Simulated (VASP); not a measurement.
# Sc (I4/mmm) in VASP: a series of runs, part 2 of 2

VASP 6.6.1.

### Step 5. Single point, PBE

INCAR

```
SYSTEM = Sc
PREC = Accurate ; ENCUT = 500
EDIFF = 1E-6 ; ISMEAR = 0
SIGMA = 0.1 ; LREAL = .FALSE.
LASPH = .TRUE. ; NELM = 120
ALGO = Normal ; ISIF = 2
LWAVE = .FALSE. ; LCHARG = .TRUE.
GGA = PE ; LELF = .TRUE.
LVHAR = .TRUE. ; NBANDS = 12
GGA_COMPAT = .FALSE.
```

KPOINTS

```
Automatic mesh
0
G
  14 14 14
  0 0 0
```

POSCAR

```
Sc
1.0
   -1.9172054859      1.9172054859      1.7176030000
    1.9172054859     -1.9172054859      1.7176030000
    1.9172054859      1.9172054859     -1.7176030000
Sc
1
Direct
    0.0000000000      0.0000000000      0.0000000000
```

Potentials or basis: VASP PAW PBE potentials, release 64 (Sc_sv).

Run with:

```bash
> cat potpaw_PBE.64/Sc_sv/POTCAR > POTCAR
> mpirun -np 1 vasp_std > vasp.out
```

OUTCAR:

```text
SYSTEM = Sc
   PREC = Accurate
   ENCUT = 500
   EDIFF = 1E-6
   ISMEAR = 0
   LREAL = .FALSE.
   LASPH = .TRUE.
   NELM = 120
   ISIF = 2
   GGA = PE

 ion  position               nearest neighbor table
   1  0.000  0.000  0.000-

  LATTYP: Found a body centered tetragonal cell.
 ALAT       =     3.8344109718
 C/A-ratio  =     0.8958888406

  Lattice vectors:

 A1 = (  -1.9172054859,   1.9172054859,   1.7176030000)
 A2 = (   1.9172054859,  -1.9172054859,   1.7176030000)
 A3 = (   1.9172054859,   1.9172054859,  -1.7176030000)

Analysis of symmetry for initial positions (statically):
=====================================================================
 Subroutine PRICEL returns:
 Original cell was already a primitive cell.

 Routine SETGRP: Setting up the symmetry group for a
 body centered tetragonal supercell.

 Subroutine GETGRP returns: Found 16 space group operations
 (whereof 16 operations were pure point group operations)
 out of a pool of 16 trial point group operations.

The static configuration has the point symmetry D_4h.

Analysis of symmetry for dynamics (positions and initial velocities):
=====================================================================
 Subroutine PRICEL returns:
 Original cell was already a primitive cell.

 Routine SETGRP: Setting up the symmetry group for a
 body centered tetragonal supercell.

 Subroutine GETGRP returns: Found 16 space group operations
 (whereof 16 operations were pure point group operations)
 out of a pool of 16 trial point group operations.

The dynamic configuration has the point symmetry D_4h.

 Subroutine INISYM returns: Found 16 space group operations
 (whereof 16 operations are pure point group operations),
 and found     1 'primitive' translations

----------------------------------------------------------------------------------------

                                     Primitive cell

  volume of cell :      25.2534

  direct lattice vectors                    reciprocal lattice vectors
    -1.917205486  1.917205486  1.717603000     0.000000000  0.260796249  0.291103357
     1.917205486 -1.917205486  1.717603000     0.260796249  0.000000000  0.291103357
     1.917205486  1.917205486 -1.717603000     0.260796249  0.260796249  0.000000000

  length of vectors
     3.209597142  3.209597142  3.209597142     0.390839927  0.390839927  0.368821593

  position of ions in fractional coordinates (direct lattice)
     0.000000000  0.000000000  0.000000000

  ion indices of the primitive-cell ions
   primitive index   ion index
                 1           1

----------------------------------------------------------------------------------------

 KPOINTS: Automatic mesh

Automatic generation of k-mesh.
 Grid dimensions read from file:
 generate k-points for:   14   14   14

 Generating k-lattice:

  Cartesian coordinates                     Fractional coordinates (reciprocal lattice)
     0.000000000  0.018628304  0.020793097     0.071428571  0.000000000  0.000000000
     0.018628304  0.000000000  0.020793097     0.000000000  0.071428571  0.000000000
     0.018628304  0.018628304  0.000000000     0.000000000  0.000000000  0.071428571

  Length of vectors
     0.027917138  0.027917138  0.026344399

  Shift w.r.t. Gamma in fractional coordinates (k-lattice)
     0.000000000  0.000000000  0.000000000

 Subroutine IBZKPT returns following result:
 ===========================================

 Found    244 irreducible k-points:

 Following reciprocal coordinates:
            Coordinates               Weight
  0.000000  0.000000  0.000000      1.000000
  0.071429  0.000000 -0.000000      8.000000
  0.142857  0.000000 -0.000000      8.000000
  0.214286  0.000000 -0.000000      8.000000
  0.285714  0.000000 -0.000000      8.000000
  0.357143  0.000000 -0.000000      8.000000
[... 16 lines left out ...]
  0.214286  0.142857  0.000000     16.000000
  0.285714  0.142857  0.000000     16.000000
 [... further k-points ...]
   k-points           NKPTS =    244   k-points in BZ     NKDIM =    244   number of bands    NBANDS=     12
   number of dos      NEDOS =    301   number of ions     NIONS =      1
   total plane-waves  NPLWV =  13824
   dimension x,y,z NGX =    24 NGY =   24 NGZ =   24
   dimension x,y,z NGXF=    48 NGYF=   48 NGZF=   48
   ions per type =               1
   NGX,Y,Z   is equivalent  to a cutoff of  12.43, 12.43, 12.43 a.u.
   NGXF,Y,Z  is equivalent  to a cutoff of  24.86, 24.86, 24.86 a.u.
 SYSTEM =  Sc
   PREC   = accura    normal or accurate (medium, high low for compatibility)
   ISTART =      0    job   : 0-new  1-cont  2-samecut
   ICHARG =      2    charge: 1-file 2-atom 10-const
   ISPIN  =      1    spin polarized calculation?
   LNONCOLLINEAR =      F non collinear calculations
   LSORBIT =      F    spin-orbit coupling
   LASPH  =      T    aspherical Exc in radial PAW
   ENCUT  =  500.0 eV  36.75 Ry    6.06 a.u.   5.85  5.85  5.85*2*pi/ulx,y,z
   NELM   =    120;   NELMIN=  2; NELMDL= -5     # of ELM steps
   EDIFF  = 0.1E-05   stopping-criterion for ELM
   LREAL  =      F    real-space projection
   EDIFFG = 0.1E-04   stopping-criterion for IOM
   NSW    =      0    number of steps for IOM
   IBRION =     -1    ionic relax: 0-MD 1-quasi-New 2-CG
   NFREE  =      0    steps in history (QN), initial steepest desc. (CG)
   ISIF   =      2    stress and relaxation
   ISYM   =      2    0-nonsym 1-usesym 2-fastsym
   POTIM  = 0.5000    time-step for ionic-motion
   TEBEG  =    0.0;   TEEND  =   0.0 temperature during run
   PSTRESS=    0.0 pullay stress
   NELECT =      11.0000    total number of electrons
   NUPDOWN=      -1.0000    fix difference up-down
   EMIN   =  10.00;   EMAX   =-10.00  energy-range for DOS
   EFERMI =   0.00;   METHOD = LEGACY
   ISMEAR =     0;   SIGMA  =   0.10  broadening in eV -4-tet -1-fermi 0-gaus
   EFERMI_NEDOS =   21; number of points for ismear=-14 and -15
   IALGO  =     38    algorithm
   IMIX   =      4    mixing-type and parameters
     AMIX     =   0.40;   BMIX     =  1.00
     AMIX_MAG =   1.60;   BMIX_MAG =  1.00
  volume/ion in A,a.u.               =      25.25       170.42
  Fermi-wavevector in a.u.,A,eV,Ry     =   1.240983  2.345117 20.953486  1.540038
  Thomas-Fermi vector in A             =   2.375400
   LORBIT       =      0    0 simple, 1 ext, 2 COOP (PROOUT), +10 PAW based schemes
   GGA     = PE    functional components
   LHFCALC =     F    Hartree Fock is set to
   AEXX    =    0.0000 exact exchange contribution
   IVDW    =     0    specifies the selected vdW correction
   LEPSILON=     F    determine dielectric tensor
   LRPA    =     F    only Hartree local field effects (RPA)
 non-spin polarized calculation
 Gauss-broadening in eV      SIGMA  =   0.10
  energy-cutoff  :      500.00
  volume of cell :       25.25
 maximum number of plane-waves:       652
   NGX = 11   NGY = 11   NGZ = 11

 number of electron      11.0000004 magnetization

 Free energy of the ion-electron system (eV)
  ---------------------------------------------------
  ext. energy  EPLUGINS =         0.00000000
  ---------------------------------------------------
  free energy    TOTEN  =        -6.14595608 eV

  energy without entropy =       -6.13254197  energy(sigma->0) =       -6.13924903

 E-fermi :   3.6471     XC(G=0):  -9.7843

 val. band max:        3.6449139841   @ k =   0.3571   0.2857   0.1429
 cond. band min:       3.6489547446   @ k =   0.5000   0.4286  -0.0000
 fundamental gap:      0.0040407605
 Fermi energy:         3.6471148909

 k-point     1 :       0.0000    0.0000    0.0000
  band No.  band energies     occupation
      1     -45.9938      2.00000
      2     -24.4244      2.00000
      3     -24.4244      2.00000
      4     -24.3960      2.00000
      5      -1.5377      2.00000
      6       4.6600      0.00000
      7       5.3486      0.00000
      8       5.3486      0.00000
      9       5.9857      0.00000
     10       6.7587      0.00000
     11      17.0438      0.00000
     12      17.0438      0.00000
[... 331 lines left out ...]
 k-point    24 :       0.2857    0.1429    0.0000
  band No.  band energies     occupation
      1     -45.9403      2.00000
      2     -24.7096      2.00000
      3     -24.5316      2.00000
      4     -24.4565      2.00000
      5       1.5984      2.00000
      6       3.8460      0.00491
      7       4.0185      0.00000
      8       6.2155      0.00000
      9       7.0889      0.00000
     10       7.2643      0.00000
     11      12.1960      0.00000
     12      13.7743      0.00000

 [... further k-points ...]
[... 5 lines left out ...]
  --------------------------------------------------------------------------------------
  -------------------------------------------------------------------------------------
  Total       -0.1761269     -0.1761269     -0.0115347      0.0000000     -0.0000000      0.0000000
  in kB      -11.1741901    -11.1741901     -0.7318082      0.0000000     -0.0000000      0.0000000
  external PRESSURE =      -7.6933961 kB  Pullay stress =       0.0000000 kB

 VOLUME and BASIS-vectors are now :
 -----------------------------------------------------------------------------
  energy-cutoff  :      500.00
  volume of cell :       25.25
      direct lattice vectors                 reciprocal lattice vectors
    -1.917205486  1.917205486  1.717603000     0.000000000  0.260796249  0.291103357
     1.917205486 -1.917205486  1.717603000     0.260796249  0.000000000  0.291103357
     1.917205486  1.917205486 -1.717603000     0.260796249  0.260796249  0.000000000

 POSITION                                       TOTAL-FORCE (eV/Angst)
 -----------------------------------------------------------------------------------
      0.00000      0.00000      0.00000        -0.000000     -0.000000     -0.000000
 -----------------------------------------------------------------------------------
    total drift:                                0.000000      0.000000      0.000000

  FREE ENERGIE OF THE ION-ELECTRON SYSTEM (eV)
  ---------------------------------------------------
  free  energy   TOTEN  =        -6.1459560850 eV

  energy  without entropy=       -6.1325419689  energy(sigma->0) =       -6.13924903
```

stdout:

```text
POSCAR found type information on POSCAR Sc
 POSCAR found :  1 types and       1 ions
 scaLAPACK will be used
 LDA part: xc-table for (Slater+PW92), standard interpolation
 POSCAR, INCAR and KPOINTS ok, starting setup
 FFT: planning ... GRIDC
 FFT: planning ... GRID_SOFT
 FFT: planning ... GRID
 WAVECAR not read
 entering main loop
```

It took 49 s on 1 thread of Intel Xeon 8259CL, shared host; peak memory 0.19 GiB.

What came out:

```
Free energy            : -6.1460 eV
Pressure               : -0.8 GPa
Band gap on the k mesh : zero (an odd number of electrons rules out a gap without spin polarisation)
```

Stress tensor (GPa, compression positive):
```
-1.12  0.00  0.00
 0.00 -1.12  0.00
 0.00  0.00 -0.07
```

### Step 6. The runs side by side

| k mesh | smearing | gap on the mesh (eV) | pressure (GPa) |
| --- | --- | --- | --- |
| 9 × 9 × 9 | gaussian 0.05 eV | none | -0.7 |
| 12 × 12 × 12 | gaussian 0.1 eV | none | -0.8 |
| 12 × 12 × 12 | gaussian 0.05 eV | none | -0.8 |
| 14 × 14 × 14 | gaussian 0.1 eV | none | -0.8 |

Alike in all rows: task single point; level PBE; potentials or basis VASP PAW PBE potentials, release 64 (Sc_sv); no spin polarisation; cell as given; cutoff (eV) 500.

Absolute energies hang on the potentials; compare differences alone.
